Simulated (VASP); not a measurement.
# Ca3Be (Pm-3m) in VASP: further runs, part 2 of 2

VASP 6.6.1. Earlier steps stand in the parts before.

**6. Relaxation of cell and atoms, LDA**

This run uses another cell than the first one, of 23.39 Å³/atom.

Contents of INCAR:

```
ALGO = Normal
EDIFF = 1E-6
EDIFFG = -0.02
ENCUT = 600
GGA = CA
IBRION = 2
ISIF = 3
ISMEAR = 1
LASPH = T
LCHARG = F
LREAL = F
LWAVE = F
NELM = 80
NSW = 80
PREC = Accurate
SIGMA = 0.05
```

Contents of KPOINTS:

```
k-points
0
Gamma
  5 5 5
```

Contents of POSCAR:

```
Ca3Be
1.0
    4.5400000000      0.0000000000      0.0000000000
    0.0000000000      4.5400000000      0.0000000000
    0.0000000000      0.0000000000      4.5400000000
Be Ca
1 3
Direct
    0.0000000000      0.0000000000      0.0000000000
    0.0000000000      0.5000000000      0.5000000000
    0.5000000000      0.0000000000      0.5000000000
    0.5000000000      0.5000000000      0.0000000000
```

Potentials or basis: VASP PAW LDA potentials, release 64 (Be, Ca_sv).

Launch:

```
$ cat potpaw_LDA.64/Be/POTCAR potpaw_LDA.64/Ca_sv/POTCAR > POTCAR
$ mpirun -np 1 vasp_std > vasp.out
```

OUTCAR:

```text
EDIFF = 1E-6
   EDIFFG = -0.02
   ENCUT = 600
   GGA = CA
   IBRION = 2
   ISIF = 3
   ISMEAR = 1
   LASPH = T
   LREAL = F
   NELM = 80
   NSW = 80
   PREC = Accurate

 ion  position               nearest neighbor table
   1  0.000  0.000  0.000-
   2  0.000  0.500  0.500-
   3  0.500  0.000  0.500-
   4  0.500  0.500  0.000-

  LATTYP: Found a simple cubic cell.
 ALAT       =     4.5400000000

  Lattice vectors:

 A1 = (   4.5400000000,   0.0000000000,   0.0000000000)
 A2 = (   0.0000000000,   4.5400000000,   0.0000000000)
 A3 = (   0.0000000000,   0.0000000000,   4.5400000000)

Analysis of symmetry for initial positions (statically):
=====================================================================
 Subroutine PRICEL returns:
 Original cell was already a primitive cell.

 Routine SETGRP: Setting up the symmetry group for a
 simple cubic supercell.

 Subroutine GETGRP returns: Found 48 space group operations
 (whereof 48 operations were pure point group operations)
 out of a pool of 48 trial point group operations.

The static configuration has the point symmetry O_h .

Analysis of symmetry for dynamics (positions and initial velocities):
=====================================================================
 Subroutine PRICEL returns:
 Original cell was already a primitive cell.

 Routine SETGRP: Setting up the symmetry group for a
 simple cubic supercell.

 Subroutine GETGRP returns: Found 48 space group operations
 (whereof 48 operations were pure point group operations)
 out of a pool of 48 trial point group operations.

The dynamic configuration has the point symmetry O_h .

 Subroutine INISYM returns: Found 48 space group operations
 (whereof 48 operations are pure point group operations),
 and found     1 'primitive' translations

----------------------------------------------------------------------------------------

                                     Primitive cell

  volume of cell :      93.5767

  direct lattice vectors                    reciprocal lattice vectors
     4.540000000  0.000000000  0.000000000     0.220264317  0.000000000  0.000000000
     0.000000000  4.540000000  0.000000000     0.000000000  0.220264317  0.000000000
     0.000000000  0.000000000  4.540000000     0.000000000  0.000000000  0.220264317

  length of vectors
     4.540000000  4.540000000  4.540000000     0.220264317  0.220264317  0.220264317

  position of ions in fractional coordinates (direct lattice)
     0.000000000  0.000000000  0.000000000
     0.000000000  0.500000000  0.500000000
     0.500000000  0.000000000  0.500000000
     0.500000000  0.500000000  0.000000000

  ion indices of the primitive-cell ions
   primitive index   ion index
                 1           1
                 2           2
                 3           3
                 4           4

----------------------------------------------------------------------------------------

 KPOINTS: k-points

Automatic generation of k-mesh.
 Grid dimensions read from file:
 generate k-points for:    5    5    5

 Generating k-lattice:

  Cartesian coordinates                     Fractional coordinates (reciprocal lattice)
     0.044052863  0.000000000  0.000000000     0.200000000  0.000000000  0.000000000
     0.000000000  0.044052863  0.000000000     0.000000000  0.200000000  0.000000000
     0.000000000  0.000000000  0.044052863     0.000000000  0.000000000  0.200000000

  Length of vectors
     0.044052863  0.044052863  0.044052863

  Shift w.r.t. Gamma in fractional coordinates (k-lattice)
     0.000000000  0.000000000  0.000000000

 Subroutine IBZKPT returns following result:
 ===========================================

 Found     10 irreducible k-points:

 Following reciprocal coordinates:
            Coordinates               Weight
  0.000000  0.000000  0.000000      1.000000
  0.200000  0.000000  0.000000      6.000000
  0.400000  0.000000  0.000000      6.000000
  0.200000  0.200000  0.000000     12.000000
  0.400000  0.200000  0.000000     24.000000
  0.400000  0.400000  0.000000     12.000000
  0.200000  0.200000  0.200000      8.000000
  0.400000  0.200000  0.200000     24.000000
  0.400000  0.400000  0.200000     24.000000
  0.400000  0.400000  0.400000      8.000000
   k-points           NKPTS =     10   k-points in BZ     NKDIM =     10   number of bands    NBANDS=     20
   number of dos      NEDOS =    301   number of ions     NIONS =      4
   total plane-waves  NPLWV =  46656
   dimension x,y,z NGX =    36 NGY =   36 NGZ =   36
   dimension x,y,z NGXF=    72 NGYF=   72 NGZF=   72
   ions per type =               1   3
   NGX,Y,Z   is equivalent  to a cutoff of  13.18, 13.18, 13.18 a.u.
   NGXF,Y,Z  is equivalent  to a cutoff of  26.36, 26.36, 26.36 a.u.
 SYSTEM =  unknown system
   PREC   = accura    normal or accurate (medium, high low for compatibility)
   ISTART =      0    job   : 0-new  1-cont  2-samecut
   ICHARG =      2    charge: 1-file 2-atom 10-const
   ISPIN  =      1    spin polarized calculation?
   LNONCOLLINEAR =      F non collinear calculations
   LSORBIT =      F    spin-orbit coupling
   LASPH  =      T    aspherical Exc in radial PAW
   ENCUT  =  600.0 eV  44.10 Ry    6.64 a.u.   9.07  9.07  9.07*2*pi/ulx,y,z
   NELM   =     80;   NELMIN=  2; NELMDL= -5     # of ELM steps
   EDIFF  = 0.1E-05   stopping-criterion for ELM
   LREAL  =      F    real-space projection
   EDIFFG = -.2E-01   stopping-criterion for IOM
   NSW    =     80    number of steps for IOM
   IBRION =      2    ionic relax: 0-MD 1-quasi-New 2-CG
   NFREE  =      1    steps in history (QN), initial steepest desc. (CG)
   ISIF   =      3    stress and relaxation
   ISYM   =      2    0-nonsym 1-usesym 2-fastsym
   POTIM  = 0.5000    time-step for ionic-motion
   TEBEG  =    0.0;   TEEND  =   0.0 temperature during run
   PSTRESS=    0.0 pullay stress
   NELECT =      32.0000    total number of electrons
   NUPDOWN=      -1.0000    fix difference up-down
   EMIN   =  10.00;   EMAX   =-10.00  energy-range for DOS
   EFERMI =   0.00;   METHOD = LEGACY
   ISMEAR =     1;   SIGMA  =   0.05  broadening in eV -4-tet -1-fermi 0-gaus
   EFERMI_NEDOS =   21; number of points for ismear=-14 and -15
   IALGO  =     38    algorithm
   IMIX   =      4    mixing-type and parameters
     AMIX     =   0.40;   BMIX     =  1.00
     AMIX_MAG =   1.60;   BMIX_MAG =  1.00
  volume/ion in A,a.u.               =      23.39       157.87
  Fermi-wavevector in a.u.,A,eV,Ry     =   1.144816  2.163388 17.831841  1.310603
  Thomas-Fermi vector in A             =   2.281507
   LORBIT       =      0    0 simple, 1 ext, 2 COOP (PROOUT), +10 PAW based schemes
   GGA     = CA    functional components
   LHFCALC =     F    Hartree Fock is set to
   AEXX    =    0.0000 exact exchange contribution
   IVDW    =     0    specifies the selected vdW correction
   LEPSILON=     F    determine dielectric tensor
   LRPA    =     F    only Hartree local field effects (RPA)
 conjugate gradient relaxation of ions
 non-spin polarized calculation
 Methfessel and Paxton  Order N= 1 SIGMA  =   0.05
  energy-cutoff  :      600.00
  volume of cell :       93.58
 maximum number of plane-waves:      3143
   NGX = 19   NGY = 19   NGZ = 19

--------------------------------------- Ionic step        1  -------------------------------------------

 number of electron      31.9999991 magnetization

 Free energy of the ion-electron system (eV)
  ---------------------------------------------------
  ext. energy  EPLUGINS =         0.00000000
  ---------------------------------------------------
  free energy    TOTEN  =        -9.04341372 eV

  energy without entropy =       -9.04203410  energy(sigma->0) =       -9.04295385

 E-fermi :   3.4104     XC(G=0):  -9.5058

 val. band max:        3.3816828968   @ k =   0.4000   0.2000   0.2000
 cond. band min:       3.4215749298   @ k =   0.4000   0.2000   0.2000
 fundamental gap:      0.0398920330
 Fermi energy:         3.4104243111

 k-point     1 :       0.0000    0.0000    0.0000
  band No.  band energies     occupation
      1     -37.0375      2.00000
      2     -36.8635      2.00000
      3     -36.8635      2.00000
      4     -18.6505      2.00000
      5     -18.6505      2.00000
      6     -18.6505      2.00000
[... 12 lines left out ...]
     19       4.3051     -0.00000
[... 317 lines left out ...]
  energy  without entropy=       -9.3430875526  energy(sigma->0) =       -9.34531089

--------------------------------------- Ionic step        4  -------------------------------------------

 number of electron      31.9999989 magnetization

 Free energy of the ion-electron system (eV)
  ---------------------------------------------------
  ext. energy  EPLUGINS =         0.00000000
  ---------------------------------------------------
  free energy    TOTEN  =        -9.34775162 eV

  energy without entropy =       -9.34480711  energy(sigma->0) =       -9.34677012

 E-fermi :   2.5544     XC(G=0):  -8.8532

 val. band max:        2.5488610913   @ k =   0.2000   0.2000   0.0000
 cond. band min:       2.5799446403   @ k =   0.4000   0.4000   0.2000
 fundamental gap:      0.0310835490
 Fermi energy:         2.5544230337

 k-point     1 :       0.0000    0.0000    0.0000
  band No.  band energies     occupation
      1     -38.2673      2.00000
      2     -38.1817      2.00000
      3     -38.1817      2.00000
      4     -19.7487      2.00000
      5     -19.7487      2.00000
      6     -19.7487      2.00000
[... 12 lines left out ...]
     19       3.5261     -0.00000
[... 237 lines left out ...]
  FREE ENERGIE OF THE ION-ELECTRON SYSTEM (eV)
  ---------------------------------------------------
  free  energy   TOTEN  =        -9.3477516203 eV

  energy  without entropy=       -9.3448071068  energy(sigma->0) =       -9.34677012

 reached required accuracy - stopping structural energy minimisation
```

It took 2 min on 1 thread of Intel Xeon 8259CL, shared host; peak memory 0.19 GiB.

What came out:

```
Free energy                           : -9.3478 eV
Relaxed volume                        : 28.00 Å³/atom
Relaxed cell                          : a = 4.820 Å, b = 4.820 Å, c = 4.820 Å, α = 90.00°, β = 90.00°, γ = 90.00°
Space group after relaxing (to 0.1 Å) : Pm-3m (No. 221)
Energy gained by relaxing             : 76.1 meV/atom
Ionic steps                           : 4
Pressure after relaxing               : 0.0 GPa
Band gap on the k mesh                : zero (bands 16 and 17 overlap by 0.61 eV)
```

Step by step:
| step | energy change (eV) | largest force (eV/Å) | pressure (GPa) | volume (Å³) |
| --- | --- | --- | --- | --- |
| 1 | 0.0000 | 0.0000 | 5.83 | 93.58 |
| 2 | -0.2721 | 0.0000 | 1.68 | 105.58 |
| 3 | -0.3030 | 0.0000 | -0.31 | 113.32 |
| 4 | -0.3043 | 0.0000 | -0.01 | 112.01 |

Final structure:
```
Be Ca
1.0
     4.82038    0.00000    0.00000
     0.00000    4.82038    0.00000
     0.00000    0.00000    4.82038
Be Ca
1 3
Cartesian
  0.0000 0.0000 0.0000
  0.0000 2.4102 2.4102
  2.4102 0.0000 2.4102
  2.4102 2.4102 0.0000
```

Caveat: the volume moved by over 15 % at a fixed basis, so the end points are rough.

**7. Overview**

```csv
task,cell,k mesh,cutoff (eV),gap on the mesh (eV),pressure (GPa)
single point,"a = 4.793 Å, 4 atoms",4 × 4 × 4,520,none,0.4
single point,"a = 4.817 Å, 4 atoms",5 × 5 × 5,520,none,0.0
single point,"a = 4.817 Å, 4 atoms",4 × 4 × 4,520,none,0.0
single point,"a = 4.841 Å, 4 atoms",4 × 4 × 4,520,none,-0.4
relaxation of cell and atoms,"relaxed from a = 4.540 Å, 4 atoms",5 × 5 × 5,600,none,0.0
```

Alike in all rows: level LDA; potentials or basis VASP PAW LDA potentials, release 64 (Be, Ca_sv); no spin polarisation; smearing methfessel-paxton 0.05 eV.

Caveats: the volume moved by over 15 % at a fixed basis, so the end points are rough (at least some runs).

Absolute energies hang on the potentials; compare differences alone.

The gap in the log of VASP goes by the Fermi energy; the results here count the filled bands.